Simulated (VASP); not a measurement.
The system is Pd.

```
CELL_PARAMETERS angstrom
0.00000 1.95865 1.95865
1.95865 0.00000 1.95865
1.95865 1.95865 0.00000
ATOMIC_POSITIONS crystal
Pd 0.00000 0.00000 0.00000
```

```yaml
Program: VASP 6.6.1
Task: relaxation of cell and atoms
Functional: RPBE
Potentials_or_basis: VASP PAW PBE potentials, release 64 (Pd)
Cutoff: 500 eV
k_mesh: 8 × 8 × 8
Occupations: gaussian, width 0.1 eV
Spin: no spin polarisation
```

At the start: pressure 8.7 GPa; volume 15.03 Å³/atom.

Q: Where does the relaxation end?

A: Over 3 steps the energy falls by 20.1 meV/atom and the volume is 15.83 Å³/atom (+5.3 %); space group Fm-3m (No. 225, to 0.1 Å) before and after.

Step by step:
| step | energy change (eV) | largest force (eV/Å) | pressure (GPa) | volume (Å³) |
| --- | --- | --- | --- | --- |
| 1 | 0.0000 | 0.0000 | 8.66 | 15.03 |
| 2 | 0.0073 | 0.0000 | -7.86 | 16.86 |
| 3 | -0.0201 | 0.0000 | -0.09 | 15.83 |

Final structure:
```cif
data_structure
_symmetry_space_group_name_H-M 'P 1'
_symmetry_Int_Tables_number 1
_cell_length_a 2.8183
_cell_length_b 2.8183
_cell_length_c 2.8183
_cell_angle_alpha 60.000
_cell_angle_beta 60.000
_cell_angle_gamma 60.000
_cell_volume 15.83
loop_
_atom_site_label
_atom_site_type_symbol
_atom_site_fract_x
_atom_site_fract_y
_atom_site_fract_z
_atom_site_occupancy
Pd1 Pd 0.00000 0.00000 0.00000 1
```

Caveat: the PAW data sets were made with another functional, which shifts forces and pressure a little.
